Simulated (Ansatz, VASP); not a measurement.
## Two plane-wave programs on AlB2P3

File INCAR:

```
ALGO = Normal
EDIFF = 1E-6
EDIFFG = -0.04
ENCUT = 600
GGA = PE
IBRION = 2
ISIF = 3
ISMEAR = 0
LASPH = True
LCHARG = False
LREAL = False
LWAVE = False
NELM = 100
NSW = 90
PREC = Accurate
SIGMA = 0.1
```

The input KPOINTS:

```
k-points
0
Gamma
  6 6 4
```

Contents of POSCAR:

```
AlB2P3
1.0
    4.2553427000      0.0000000000      0.0000000000
   -2.1276713500      3.6852348800      0.0000000000
    0.0000000000      0.0000000000      7.1389378100
Al B P
1 2 3
Direct
    0.0000000000      0.0000000000      0.0000000000
    0.3333333300      0.6666666700      0.5000000000
    0.6666666700      0.3333333300      0.5000000000
    0.3333333300      0.6666666700      0.0000000000
    0.6666666700      0.3333333300      0.0000000000
    0.0000000000      0.0000000000      0.5000000000
```

Input for Ansatz:

```yaml
crystal:
  lattice:
    - [4.2553427, 0.0, 0.0]
    - [-2.12767135, 3.68523488, 0.0]
    - [0.0, 0.0, 7.13893781]
  atoms:
    - { symbol: Al, position: [0.0, 0.0, 0.0] }
    - { symbol: B, position: [0.33333333, 0.66666667, 0.5] }
    - { symbol: B, position: [0.66666667, 0.33333333, 0.5] }
    - { symbol: P, position: [0.33333333, 0.66666667, 0.0] }
    - { symbol: P, position: [0.66666667, 0.33333333, 0.0] }
    - { symbol: P, position: [0.0, 0.0, 0.5] }
basis:
  ecutwfc: 420
kpoints:
  mp_grid: { grid: [6, 6, 4] }
hamiltonian:
  xc: pbe
scf:
  occupations: { method: gaussian, width: 0.1 }
  lower_state_search: "off"
output:
  forces: true
  stress: true
  eigenvalues: true
relax:
  adjacent_minimum: "off"
  f_tol: 0.04
  max_steps: 70
  cell: { stress_tol: 0.4 }
```

Alike in both runs: task relaxation of cell and atoms; functional PBE; k mesh 6 × 6 × 4; occupations gaussian, width 0.1 eV; no spin polarisation.

|  | VASP | Ansatz |
| --- | --- | --- |
| version | VASP 6.6.1 | Ansatz 0.2.0 |
| potentials or method | VASP PAW PBE potentials, release 64 (Al, B, P), cutoff 600 eV | scalar-relativistic, plane waves, PAW |
| valence electrons in the cell | 24 | 24 |

VASP gave:

| Property | Result |
| --- | --- |
| gap on the k mesh at the Fermi level, each at its own relaxed structure (eV) | none |
| relaxed volume (Å³/atom) | 12.27 |
| relaxed cell length with the largest relative difference (Å) | 4.388 |

Question: What did Ansatz give for the same quantities?

Answer: gap on the k mesh at the Fermi level, each at its own relaxed structure (eV): none; relaxed volume (Å³/atom): 12.25; relaxed cell length with the largest relative difference (Å): 4.382.

A gap of «none» marks a metal or a gap that the smearing closes.

Noted on VASP's run: the volume moved by over 15 % at a fixed basis, so the end points are rough.
